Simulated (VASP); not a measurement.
# TaRu4 (P6_3/mmc) in VASP: a series of runs

TaRu4 is run at these levels: PBE; tasks: relaxation of cell and atoms, single point.

Everything below comes from runs of VASP 6.6.1. Logs are shortened: lines on timing, memory, paths and dates and some standing lists are left out, and cuts for length are marked.

**1. The cell of the first run**

Symmetry: P6_3/mmc, No. 194, hexagonal system. The conventional cell has a = 2.736 Å, b = 2.736 Å, c = 21.675 Å, α = 90.00°, β = 90.00°, γ = 120.00°. Within 3.5 Å of Ta (site symmetry -6m2) lie 6 Ru at 2.68 Å and 6 Ta at 2.74 Å. Within 3.5 Å of Ru (site symmetry 3m) lie 12 Ru at 2.68 to 2.74 Å. Ru (site symmetry 3m) has 3 Ta at 2.68 Å and 9 Ru at 2.68 to 2.74 Å within 3.5 Å.

**2. Relaxation of cell and atoms, PBE**

The input, INCAR:

```
PREC     = Accurate       # precision mode
ENCUT    = 600            # plane-wave cutoff, eV
EDIFF    = 1E-7           # SCF threshold, eV
ISMEAR   = 0              # smearing method
SIGMA    = 0.1            # smearing width, eV
LREAL    = False          # projectors in reciprocal space
LASPH    = True           # aspherical terms in the spheres
NELM     = 60             # most SCF steps
ALGO     = Fast           # electronic algorithm
ISIF     = 3              # what is computed and relaxed
LWAVE    = False          # write WAVECAR
LCHARG   = False          # write CHGCAR
GGA      = PE             # functional
IBRION   = 2              # ionic algorithm
NSW      = 90             # ionic steps
EDIFFG   = -0.04          # ionic threshold
```

The input, KPOINTS:

```
Automatic mesh
0
Gamma
  6 6 1
```

The input, POSCAR:

```
TaRu4
1.0
    2.7357085100      0.0000000000      0.0000000000
   -1.3678542500      2.3691930600      0.0000000000
    0.0000000000      0.0000000000     21.6745802200
Ta Ru
2 8
Direct
    0.3333333300      0.6666666700      0.7500000000
    0.6666666700      0.3333333300      0.2500000000
    0.3333333300      0.6666666700      0.9500000000
    0.3333333300      0.6666666700      0.1500000000
    0.3333333300      0.6666666700      0.3500000000
    0.3333333300      0.6666666700      0.5500000000
    0.6666666700      0.3333333300      0.8500000000
    0.6666666700      0.3333333300      0.0500000000
    0.6666666700      0.3333333300      0.4500000000
    0.6666666700      0.3333333300      0.6500000000
```

Potentials or basis: VASP PAW PBE potentials, release 64 (Ta_pv, Ru_pv).

Command:

```sh
$ cat potpaw_PBE.64/Ta_pv/POTCAR potpaw_PBE.64/Ru_pv/POTCAR > POTCAR
$ mpirun -np 1 vasp_std > vasp.out
```

OUTCAR:

```text
PREC = Accurate
   ENCUT = 600
   EDIFF = 1E-7
   ISMEAR = 0
   LREAL = False
   LASPH = True
   NELM = 60
   ISIF = 3
   GGA = PE
   IBRION = 2
   NSW = 90
   EDIFFG = -0.04

 ion  position               nearest neighbor table
   1  0.333  0.667  0.750-   7 2.68  10 2.68   7 2.68  10 2.68   7 2.68  10 2.68
   2  0.667  0.333  0.250-   4 2.68   5 2.68   4 2.68   5 2.68   4 2.68   5 2.68
   3  0.333  0.667  0.950-   8 2.68   7 2.68   8 2.68   7 2.68   8 2.68   7 2.68
   4  0.333  0.667  0.150-   2 2.68   8 2.68   2 2.68   8 2.68   2 2.68   8 2.68
   5  0.333  0.667  0.350-   2 2.68   9 2.68   2 2.68   9 2.68   2 2.68   9 2.68
   6  0.333  0.667  0.550-   9 2.68  10 2.68   9 2.68  10 2.68   9 2.68  10 2.68
   7  0.667  0.333  0.850-   1 2.68   3 2.68   1 2.68   3 2.68   1 2.68   3 2.68
   8  0.667  0.333  0.050-   3 2.68   4 2.68   3 2.68   4 2.68   3 2.68   4 2.68
   9  0.667  0.333  0.450-   6 2.68   5 2.68   6 2.68   5 2.68   6 2.68   5 2.68
  10  0.667  0.333  0.650-   1 2.68   6 2.68   1 2.68   6 2.68   1 2.68   6 2.68

  LATTYP: Found a hexagonal cell.
 ALAT       =     2.7357085100
 C/A-ratio  =     7.9228397838

  Lattice vectors:

 A1 = (   2.7357085100,   0.0000000000,   0.0000000000)
 A2 = (  -1.3678542500,   2.3691930600,   0.0000000000)
 A3 = (   0.0000000000,   0.0000000000,  21.6745802200)

Analysis of symmetry for initial positions (statically):
=====================================================================
 Subroutine PRICEL returns:
 Original cell was already a primitive cell.

 Routine SETGRP: Setting up the symmetry group for a
 hexagonal supercell.

 Subroutine GETGRP returns: Found 24 space group operations
 (whereof 12 operations were pure point group operations)
 out of a pool of 24 trial point group operations.

The static configuration has the point symmetry D_3d.
 The point group associated with its full space group is D_6h.

Analysis of symmetry for dynamics (positions and initial velocities):
=====================================================================
 Subroutine PRICEL returns:
 Original cell was already a primitive cell.

 Routine SETGRP: Setting up the symmetry group for a
 hexagonal supercell.

 Subroutine GETGRP returns: Found 24 space group operations
 (whereof 12 operations were pure point group operations)
 out of a pool of 24 trial point group operations.

The dynamic configuration has the point symmetry D_3d.
 The point group associated with its full space group is D_6h.

 Subroutine INISYM returns: Found 24 space group operations
 (whereof 12 operations are pure point group operations),
 and found     1 'primitive' translations

----------------------------------------------------------------------------------------

                                     Primitive cell

  volume of cell :     140.4821

  direct lattice vectors                    reciprocal lattice vectors
     2.735708510  0.000000000  0.000000000     0.365536020  0.211042319  0.000000000
    -1.367854250  2.369193060  0.000000000     0.000000000  0.422084640  0.000000000
     0.000000000  0.000000000 21.674580220     0.000000000  0.000000000  0.046136995

  length of vectors
     2.735708510  2.735708501 21.674580220     0.422084639  0.422084640  0.046136995

  position of ions in fractional coordinates (direct lattice)
     0.333333330  0.666666670  0.750000000
     0.666666670  0.333333330  0.250000000
     0.333333330  0.666666670  0.950000000
     0.333333330  0.666666670  0.150000000
     0.333333330  0.666666670  0.350000000
     0.333333330  0.666666670  0.550000000
     0.666666670  0.333333330  0.850000000
     0.666666670  0.333333330  0.050000000
     0.666666670  0.333333330  0.450000000
     0.666666670  0.333333330  0.650000000

  ion indices of the primitive-cell ions
   primitive index   ion index
                 1           1
                 2           2
                 3           3
                 4           4
                 5           5
                 6           6
                 7           7
                 8           8
                 9           9
                10          10

----------------------------------------------------------------------------------------
[... 43 lines left out ...]
   PREC   = accura    normal or accurate (medium, high low for compatibility)
   ISTART =      0    job   : 0-new  1-cont  2-samecut
   ICHARG =      2    charge: 1-file 2-atom 10-const
   ISPIN  =      1    spin polarized calculation?
   LNONCOLLINEAR =      F non collinear calculations
   LSORBIT =      F    spin-orbit coupling
   LASPH  =      T    aspherical Exc in radial PAW
   ENCUT  =  600.0 eV  44.10 Ry    6.64 a.u.   5.46  5.46 43.29*2*pi/ulx,y,z
   NELM   =     60;   NELMIN=  2; NELMDL= -5     # of ELM steps
   EDIFF  = 0.1E-06   stopping-criterion for ELM
   LREAL  =      F    real-space projection
   EDIFFG = -.4E-01   stopping-criterion for IOM
   NSW    =     90    number of steps for IOM
   IBRION =      2    ionic relax: 0-MD 1-quasi-New 2-CG
   NFREE  =      1    steps in history (QN), initial steepest desc. (CG)
   ISIF   =      3    stress and relaxation
   ISYM   =      2    0-nonsym 1-usesym 2-fastsym
   POTIM  = 0.5000    time-step for ionic-motion
   TEBEG  =    0.0;   TEEND  =   0.0 temperature during run
   PSTRESS=    0.0 pullay stress
   NELECT =     134.0000    total number of electrons
   NUPDOWN=      -1.0000    fix difference up-down
   EMIN   =  10.00;   EMAX   =-10.00  energy-range for DOS
   EFERMI =   0.00;   METHOD = LEGACY
   ISMEAR =     0;   SIGMA  =   0.10  broadening in eV -4-tet -1-fermi 0-gaus
   EFERMI_NEDOS =   21; number of points for ismear=-14 and -15
   IALGO  =     68    algorithm
   IMIX   =      4    mixing-type and parameters
     AMIX     =   0.40;   BMIX     =  1.00
     AMIX_MAG =   1.60;   BMIX_MAG =  1.00
  volume/ion in A,a.u.               =      14.05        94.80
  Fermi-wavevector in a.u.,A,eV,Ry     =   1.611522  3.045334 35.334352  2.597002
  Thomas-Fermi vector in A             =   2.706898
   LORBIT       =      0    0 simple, 1 ext, 2 COOP (PROOUT), +10 PAW based schemes
   GGA     = PE    functional components
   LHFCALC =     F    Hartree Fock is set to
   AEXX    =    0.0000 exact exchange contribution
   IVDW    =     0    specifies the selected vdW correction
   LEPSILON=     F    determine dielectric tensor
   LRPA    =     F    only Hartree local field effects (RPA)
 conjugate gradient relaxation of ions
 non-spin polarized calculation
 RMM-DIIS sequential band-by-band and
 Gauss-broadening in eV      SIGMA  =   0.10
  energy-cutoff  :      600.00
  volume of cell :      140.48
 maximum number of plane-waves:      4779
 NGX is ok and might be reduce to    24
   NGX = 11   NGY = 11   NGZ = 87

--------------------------------------- Ionic step        1  -------------------------------------------

 number of electron     134.0000019 magnetization

 Free energy of the ion-electron system (eV)
  ---------------------------------------------------
  ext. energy  EPLUGINS =         0.00000000
  ---------------------------------------------------
  free energy    TOTEN  =       -96.21411443 eV

  energy without entropy =      -96.15563195  energy(sigma->0) =      -96.18487319

------------------------ aborting loop because EDIFF is reached ----------------------------------------

  FORCE on cell =-STRESS in cart. coord.  units (eV):
  Direction    XX          YY          ZZ          XY          YZ          ZX
  --------------------------------------------------------------------------------------
  -------------------------------------------------------------------------------------
  Total       11.3996460     11.3996460     14.2052675      0.0000000     -0.0000000      0.0000000
  in kB      130.0112638    130.0112630    162.0089590      0.0000003     -0.0000000      0.0000000
  external PRESSURE =     140.6771619 kB  Pullay stress =       0.0000000 kB
[... 31 lines left out ...]
--------------------------------------- Ionic step        2  -------------------------------------------

 number of electron     134.0000002 magnetization

 E-fermi :   8.8403     XC(G=0): -12.9032

 val. band max:        8.7977216988   @ k =   0.1667   0.0000   0.0000
 cond. band min:       8.8741899212   @ k =   0.3333   0.1667   0.0000
 fundamental gap:      0.0764682224
 Fermi energy:         8.8403407632

 k-point     1 :       0.0000    0.0000    0.0000
  band No.  band energies     occupation
      1     -34.1612      2.00000
      2     -34.1609      2.00000
      3     -33.9037      2.00000
      4     -33.9024      2.00000
      5     -33.7543      2.00000
      6     -33.7543      2.00000
[... 563 lines left out ...]
     78      10.9269      0.00000
     79      12.2925      0.00000
 [bands above 79 left out]

------------------------ aborting loop because EDIFF is reached ----------------------------------------

  FORCE on cell =-STRESS in cart. coord.  units (eV):
  Direction    XX          YY          ZZ          XY          YZ          ZX
  --------------------------------------------------------------------------------------
  -------------------------------------------------------------------------------------
  Total      -26.5458908    -26.5458907    -29.1874811     -0.0000001      0.0000000      0.0000000
  in kB     -254.5654563   -254.5654547   -279.8973481     -0.0000006      0.0000000      0.0000000
  external PRESSURE =    -263.0094197 kB  Pullay stress =       0.0000000 kB
[... 295 lines left out ...]
--------------------------------------- Ionic step        9  -------------------------------------------

 number of electron     134.0000013 magnetization

 Free energy of the ion-electron system (eV)
  ---------------------------------------------------
  ext. energy  EPLUGINS =         0.00000000
  ---------------------------------------------------
  free energy    TOTEN  =       -97.03946748 eV

  energy without entropy =      -96.99056531  energy(sigma->0) =      -97.01501639

 E-fermi :  10.7479     XC(G=0): -13.6509

 val. band max:       10.7325082220   @ k =   0.1667   0.1667   0.0000
 cond. band min:      10.7820240532   @ k =   0.3333   0.1667   0.0000
 fundamental gap:      0.0495158313
 Fermi energy:        10.7479187553

 k-point     1 :       0.0000    0.0000    0.0000
  band No.  band energies     occupation
      1     -32.7121      2.00000
      2     -32.7114      2.00000
      3     -32.2746      2.00000
      4     -32.2717      2.00000
      5     -32.0154      2.00000
      6     -32.0154      2.00000
[... 563 lines left out ...]
     78      13.0382      0.00000
     79      14.5743      0.00000
 [bands above 79 left out]

------------------------ aborting loop because EDIFF is reached ----------------------------------------

  FORCE on cell =-STRESS in cart. coord.  units (eV):
  Direction    XX          YY          ZZ          XY          YZ          ZX
  --------------------------------------------------------------------------------------
  -------------------------------------------------------------------------------------
  Total        0.0550965      0.0550965      0.2298262      0.0000000      0.0000000      0.0000000
  in kB        0.6008744      0.6008744      2.5064504      0.0000000      0.0000000      0.0000000
  external PRESSURE =       1.2360664 kB  Pullay stress =       0.0000000 kB
[... 25 lines left out ...]
  FREE ENERGIE OF THE ION-ELECTRON SYSTEM (eV)
  ---------------------------------------------------
  free  energy   TOTEN  =       -97.0394674760 eV

  energy  without entropy=      -96.9905653057  energy(sigma->0) =      -97.01501639

 reached required accuracy - stopping structural energy minimisation
```

Wall time 10 min (1 thread of Intel Xeon 6975P-C (Granite Rapids), shared host); peak memory 0.37 GiB.

What came out:

```
Free energy                           : -97.0395 eV
Relaxed volume                        : 14.69 Å³/atom
Relaxed cell                          : a = 2.765 Å, b = 2.765 Å, c = 22.188 Å, α = 90.00°, β = 90.00°, γ = 120.00°
Space group after relaxing (to 0.1 Å) : P6_3/mmc (No. 194)
Energy gained by relaxing             : 82.5 meV/atom
Ionic steps                           : 9
Pressure after relaxing               : 0.1 GPa
Largest force after relaxing          : 0.019 eV/Å
Band gap on the k mesh                : zero (bands 67 and 68 overlap by 2.13 eV)
```

Forces on the atoms (eV/Å):
```
Ta   0.000  0.000  0.000
Ta   0.000  0.000  0.000
Ru   0.000  0.000 -0.017
Ru   0.000  0.000  0.019
Ru   0.000  0.000 -0.019
Ru   0.000  0.000  0.017
Ru   0.000  0.000 -0.019
Ru   0.000  0.000  0.017
Ru   0.000  0.000 -0.017
Ru   0.000  0.000  0.019
```

Stress tensor (GPa, compression positive):
```
0.06 0.00 0.00
0.00 0.06 0.00
0.00 0.00 0.25
```

The path:
```
step  energy change (eV)  largest force (eV/Å)  pressure (GPa)  volume (Å³)
   1              0.0000                1.7554           14.07       140.48
   2              1.1807                0.6291          -26.30       167.07
   3             -0.4566                1.2070           -3.67       148.96
   4             -0.4580                1.2291           -2.88       148.51
   5             -0.7340                0.6113           -0.60       147.10
   6             -0.8129                0.2383            2.08       145.85
   7             -0.7859                0.1376           -4.28       149.46
   8             -0.8232                0.1390           -0.19       147.08
   9             -0.8254                0.0189            0.12       146.91
```

Final structure:
```
CELL_PARAMETERS angstrom
2.76503 0.00000 0.00000
-1.38251 2.39458 0.00000
0.00000 0.00000 22.18820
ATOMIC_POSITIONS crystal
Ta 0.33333 0.66667 0.75000
Ta 0.66667 0.33333 0.25000
Ru 0.33333 0.66667 0.95261
Ru 0.33333 0.66667 0.14307
Ru 0.33333 0.66667 0.35693
Ru 0.33333 0.66667 0.54739
Ru 0.66667 0.33333 0.85693
Ru 0.66667 0.33333 0.04739
Ru 0.66667 0.33333 0.45261
Ru 0.66667 0.33333 0.64307
```

Caveat: the k points lie up to 0.44 Å⁻¹ apart in the final cell, too coarse for converged energies and pressures of a metal; spin-orbit coupling is left out, which moves the levels of the heavy elements.

(Part 1 of 2 ends here.)
